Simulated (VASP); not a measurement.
# MgO (Fm-3m) in VASP: notebook

Runs on MgO. Level: PBE. Tasks: single point.

Program: VASP 6.6.1. These are calculated values, not measurements. Logs are shortened: lines on timing, memory, paths and dates and some standing lists are left out, and cuts for length are marked.

### Step 1. The cell of the first run

It takes space group Fm-3m (No. 225, cubic). The conventional cell has a = 4.330 Å, b = 4.330 Å, c = 4.330 Å, α = 90.00°, β = 90.00°, γ = 90.00°. Within 2.9 Å of Mg (site symmetry m-3m) lie 6 O at 2.17 Å. Within 2.9 Å of O (site symmetry m-3m) lie 6 Mg at 2.17 Å.

### Step 2. Single point, PBE

Contents of INCAR:

```
SYSTEM = MgO
ALGO = Normal ; EDIFF = 1E-6
ENCUT = 840 ; GGA = PE
GGA_COMPAT = .FALSE. ; ISIF = 2
ISMEAR = -1 ; LASPH = .TRUE.
LCHARG = .FALSE. ; LREAL = .FALSE.
LWAVE = .FALSE. ; NBANDS = 15
NELM = 120 ; PREC = Accurate
SIGMA = 5E-4
```

Contents of KPOINTS:

```
k-points
0
G
  8 8 8
  0 0 0
```

Contents of POSCAR:

```
MgO
1.0
    0.0000000000      2.1652500000      2.1652500000
    2.1652500000      0.0000000000      2.1652500000
    2.1652500000      2.1652500000      0.0000000000
Mg O
1 1
Direct
    0.0000000000      0.0000000000      0.0000000000
    0.5000000000      0.5000000000      0.5000000000
```

Potentials or basis: VASP PAW PBE potentials, release 64 (Mg_sv, O).

Run with:

```sh
$ cat potpaw_PBE.64/Mg_sv/POTCAR potpaw_PBE.64/O/POTCAR > POTCAR
$ mpirun -np 1 vasp_std > vasp.out
```

OUTCAR:

```text
SYSTEM = MgO
   EDIFF = 1E-6
   ENCUT = 840
   GGA = PE
   ISIF = 2
   ISMEAR = -1
   LASPH = .TRUE.
   LREAL = .FALSE.
   NELM = 120
   PREC = Accurate

 ion  position               nearest neighbor table
   1  0.000  0.000  0.000-
   2  0.500  0.500  0.500-

  LATTYP: Found a face centered cubic cell.
 ALAT       =     4.3305000000

  Lattice vectors:

 A1 = (   0.0000000000,   2.1652500000,   2.1652500000)
 A2 = (   2.1652500000,   0.0000000000,   2.1652500000)
 A3 = (   2.1652500000,   2.1652500000,   0.0000000000)

Analysis of symmetry for initial positions (statically):
=====================================================================
 Subroutine PRICEL returns:
 Original cell was already a primitive cell.

 Routine SETGRP: Setting up the symmetry group for a
 face centered cubic supercell.

 Subroutine GETGRP returns: Found 48 space group operations
 (whereof 48 operations were pure point group operations)
 out of a pool of 48 trial point group operations.

The static configuration has the point symmetry O_h .

Analysis of symmetry for dynamics (positions and initial velocities):
=====================================================================
 Subroutine PRICEL returns:
 Original cell was already a primitive cell.

 Routine SETGRP: Setting up the symmetry group for a
 face centered cubic supercell.

 Subroutine GETGRP returns: Found 48 space group operations
 (whereof 48 operations were pure point group operations)
 out of a pool of 48 trial point group operations.

The dynamic configuration has the point symmetry O_h .

 Subroutine INISYM returns: Found 48 space group operations
 (whereof 48 operations are pure point group operations),
 and found     1 'primitive' translations

----------------------------------------------------------------------------------------

                                     Primitive cell

  volume of cell :      20.3027

  direct lattice vectors                    reciprocal lattice vectors
     0.000000000  2.165250000  2.165250000    -0.230920217  0.230920217  0.230920217
     2.165250000  0.000000000  2.165250000     0.230920217 -0.230920217  0.230920217
     2.165250000  2.165250000  0.000000000     0.230920217  0.230920217 -0.230920217

  length of vectors
     3.062125916  3.062125916  3.062125916     0.399965548  0.399965548  0.399965548

  position of ions in fractional coordinates (direct lattice)
     0.000000000  0.000000000  0.000000000
     0.500000000  0.500000000  0.500000000

  ion indices of the primitive-cell ions
   primitive index   ion index
                 1           1
                 2           2

----------------------------------------------------------------------------------------

 KPOINTS: k-points

Automatic generation of k-mesh.
 Grid dimensions read from file:
 generate k-points for:    8    8    8

 Generating k-lattice:

  Cartesian coordinates                     Fractional coordinates (reciprocal lattice)
    -0.028865027  0.028865027  0.028865027     0.125000000  0.000000000  0.000000000
     0.028865027 -0.028865027  0.028865027     0.000000000  0.125000000  0.000000000
     0.028865027  0.028865027 -0.028865027     0.000000000  0.000000000  0.125000000

  Length of vectors
     0.049995694  0.049995694  0.049995694

  Shift w.r.t. Gamma in fractional coordinates (k-lattice)
     0.000000000  0.000000000  0.000000000

 Subroutine IBZKPT returns following result:
 ===========================================

 Found     29 irreducible k-points:

 Following reciprocal coordinates:
            Coordinates               Weight
  0.000000  0.000000  0.000000      1.000000
  0.125000  0.000000  0.000000      8.000000
  0.250000  0.000000  0.000000      8.000000
  0.375000  0.000000  0.000000      8.000000
  0.500000  0.000000  0.000000      4.000000
  0.125000  0.125000  0.000000      6.000000
[... 16 lines left out ...]
  0.500000  0.250000  0.125000     48.000000
 -0.375000  0.250000  0.125000     24.000000
 [... further k-points ...]
   k-points           NKPTS =     29   k-points in BZ     NKDIM =     29   number of bands    NBANDS=     15
   number of dos      NEDOS =    301   number of ions     NIONS =      2
   total plane-waves  NPLWV =  27000
   dimension x,y,z NGX =    30 NGY =   30 NGZ =   30
   dimension x,y,z NGXF=    60 NGYF=   60 NGZF=   60
   ions per type =               1   1
   NGX,Y,Z   is equivalent  to a cutoff of  16.29, 16.29, 16.29 a.u.
   NGXF,Y,Z  is equivalent  to a cutoff of  32.57, 32.57, 32.57 a.u.
 SYSTEM =  MgO
   PREC   = accura    normal or accurate (medium, high low for compatibility)
   ISTART =      0    job   : 0-new  1-cont  2-samecut
   ICHARG =      2    charge: 1-file 2-atom 10-const
   ISPIN  =      1    spin polarized calculation?
   LNONCOLLINEAR =      F non collinear calculations
   LSORBIT =      F    spin-orbit coupling
   LASPH  =      T    aspherical Exc in radial PAW
   ENCUT  =  840.0 eV  61.74 Ry    7.86 a.u.   7.24  7.24  7.24*2*pi/ulx,y,z
   NELM   =    120;   NELMIN=  2; NELMDL= -5     # of ELM steps
   EDIFF  = 0.1E-05   stopping-criterion for ELM
   LREAL  =      F    real-space projection
   EDIFFG = 0.1E-04   stopping-criterion for IOM
   NSW    =      0    number of steps for IOM
   IBRION =     -1    ionic relax: 0-MD 1-quasi-New 2-CG
   NFREE  =      0    steps in history (QN), initial steepest desc. (CG)
   ISIF   =      2    stress and relaxation
   ISYM   =      2    0-nonsym 1-usesym 2-fastsym
   POTIM  = 0.5000    time-step for ionic-motion
   TEBEG  =    0.0;   TEEND  =   0.0 temperature during run
   PSTRESS=    0.0 pullay stress
   NELECT =      16.0000    total number of electrons
   NUPDOWN=      -1.0000    fix difference up-down
   EMIN   =  10.00;   EMAX   =-10.00  energy-range for DOS
   EFERMI =   0.00;   METHOD = LEGACY
   ISMEAR =    -1;   SIGMA  =   0.00  broadening in eV -4-tet -1-fermi 0-gaus
   EFERMI_NEDOS =   21; number of points for ismear=-14 and -15
   IALGO  =     38    algorithm
   IMIX   =      4    mixing-type and parameters
     AMIX     =   0.40;   BMIX     =  1.00
     AMIX_MAG =   1.60;   BMIX_MAG =  1.00
  volume/ion in A,a.u.               =      10.15        68.50
  Fermi-wavevector in a.u.,A,eV,Ry     =   1.512157  2.857562 31.111322  2.286618
  Thomas-Fermi vector in A             =   2.622118
   LORBIT       =      0    0 simple, 1 ext, 2 COOP (PROOUT), +10 PAW based schemes
   GGA     = PE    functional components
   LHFCALC =     F    Hartree Fock is set to
   AEXX    =    0.0000 exact exchange contribution
   IVDW    =     0    specifies the selected vdW correction
   LEPSILON=     F    determine dielectric tensor
   LRPA    =     F    only Hartree local field effects (RPA)
 non-spin polarized calculation
  energy-cutoff  :      840.00
  volume of cell :       20.30
 maximum number of plane-waves:      1139
 NGX is ok and might be reduce to    30
   NGX = 15   NGY = 15   NGZ = 15

 number of electron      16.0000003 magnetization

 Free energy of the ion-electron system (eV)
  ---------------------------------------------------
  ext. energy  EPLUGINS =         0.00000000
  ---------------------------------------------------
  free energy    TOTEN  =       -11.86332740 eV

  energy without entropy =      -11.86332740  energy(sigma->0) =      -11.86332740

 E-fermi :   2.5982     XC(G=0): -10.9797

 val. band max:        2.3440245472   @ k =   0.0000   0.0000   0.0000
 cond. band min:       6.3178150381   @ k =   0.0000   0.0000   0.0000
 fundamental gap:      3.9737904909
 Fermi energy:         2.5981859732

 k-point     1 :       0.0000    0.0000    0.0000
  band No.  band energies     occupation
      1     -70.2239      2.00000
      2     -36.9573      2.00000
      3     -36.9573      2.00000
      4     -36.9573      2.00000
      5     -14.5030      2.00000
      6       2.3440      2.00000
      7       2.3440      2.00000
      8       2.3440      2.00000
      9       6.3178      0.00000
     10      17.6748      0.00000
     11      17.6748      0.00000
     12      17.6748      0.00000
     13      21.3740      0.00000
     14      23.0623      0.00000
     15      23.0623      0.00000

 k-point     2 :       0.1250    0.0000    0.0000
  band No.  band energies     occupation
      1     -70.2230      2.00000
      2     -36.9663      2.00000
      3     -36.9582      2.00000
      4     -36.9582      2.00000
      5     -14.3594      2.00000
      6       1.4201      2.00000
      7       2.2548      2.00000
      8       2.2548      2.00000
      9       7.2404      0.00000
     10      16.0209      0.00000
     11      17.9843      0.00000
     12      17.9843      0.00000
     13      21.9678      0.00000
     14      21.9678      0.00000
     15      23.2475      0.00000

 k-point     3 :       0.2500    0.0000    0.0000
  band No.  band energies     occupation
      1     -70.2209      2.00000
      2     -36.9879      2.00000
      3     -36.9606      2.00000
      4     -36.9606      2.00000
      5     -13.9898      2.00000
      6      -0.1584      2.00000
      7       2.0484      2.00000
      8       2.0484      2.00000
      9       8.7110      0.00000
     10      14.3963      0.00000
     11      18.3195      0.00000
     12      18.3195      0.00000
     13      21.5966      0.00000
     14      21.5966      0.00000
     15      23.0518      0.00000
[... 343 lines left out ...]
 k-point    23 :       0.5000    0.2500    0.1250
  band No.  band energies     occupation
      1     -70.2178      2.00000
      2     -37.0038      2.00000
      3     -36.9773      2.00000
      4     -36.9671      2.00000
      5     -13.4147      2.00000
      6      -1.0821      2.00000
      7       0.7843      2.00000
      8       1.5727      2.00000
      9      11.1489      0.00000
     10      13.4261      0.00000
     11      15.4037      0.00000
     12      18.5154      0.00000
     13      21.1385      0.00000
     14      23.6962      0.00000
     15      27.0628      0.00000

 k-point    24 :      -0.3750    0.2500    0.1250
  band No.  band energies     occupation
      1     -70.2171      2.00000
      2     -37.0088      2.00000
      3     -36.9789      2.00000
      4     -36.9689      2.00000
      5     -13.2756      2.00000
      6      -1.3334      2.00000
      7       0.5946      2.00000
      8       1.4635      2.00000
      9      11.4439      0.00000
     10      13.7369      0.00000
     11      15.0269      0.00000
     12      18.2695      0.00000
     13      21.9163      0.00000
     14      23.3409      0.00000
     15      27.2295      0.00000

 [... further k-points ...]

------------------------ aborting loop because EDIFF is reached ----------------------------------------

  FORCE on cell =-STRESS in cart. coord.  units (eV):
  Direction    XX          YY          ZZ          XY          YZ          ZX
  --------------------------------------------------------------------------------------
  -------------------------------------------------------------------------------------
  Total       -0.9113691     -0.9113691     -0.9113691      0.0000000      0.0000000      0.0000000
  in kB      -71.9201778    -71.9201778    -71.9201778      0.0000000      0.0000000      0.0000000
  external PRESSURE =     -71.9201778 kB  Pullay stress =       0.0000000 kB

 VOLUME and BASIS-vectors are now :
 -----------------------------------------------------------------------------
  energy-cutoff  :      840.00
  volume of cell :       20.30
      direct lattice vectors                 reciprocal lattice vectors
     0.000000000  2.165250000  2.165250000    -0.230920217  0.230920217  0.230920217
     2.165250000  0.000000000  2.165250000     0.230920217 -0.230920217  0.230920217
     2.165250000  2.165250000  0.000000000     0.230920217  0.230920217 -0.230920217

 POSITION                                       TOTAL-FORCE (eV/Angst)
 -----------------------------------------------------------------------------------
      0.00000      0.00000      0.00000         0.000000      0.000000      0.000000
      2.16525      2.16525      2.16525        -0.000000     -0.000000     -0.000000
 -----------------------------------------------------------------------------------
    total drift:                                0.000000      0.000000      0.000000

  FREE ENERGIE OF THE ION-ELECTRON SYSTEM (eV)
  ---------------------------------------------------
  free  energy   TOTEN  =       -11.8633273999 eV

  energy  without entropy=      -11.8633273999  energy(sigma->0) =      -11.86332740
```

Wall time 37 s (1 thread of AMD EPYC, shared host); peak memory 0.14 GiB.

What came out:

| Quantity | Value |
| --- | --- |
| Free energy | -11.8633 eV |
| Pressure | -7.2 GPa |
| Band gap on the k mesh | 3.97 eV |

Caveat: the cell stands under tension. PBE gaps usually lie below the measured ones, often by a third to a half.

(Continued in part 2 of 2.)
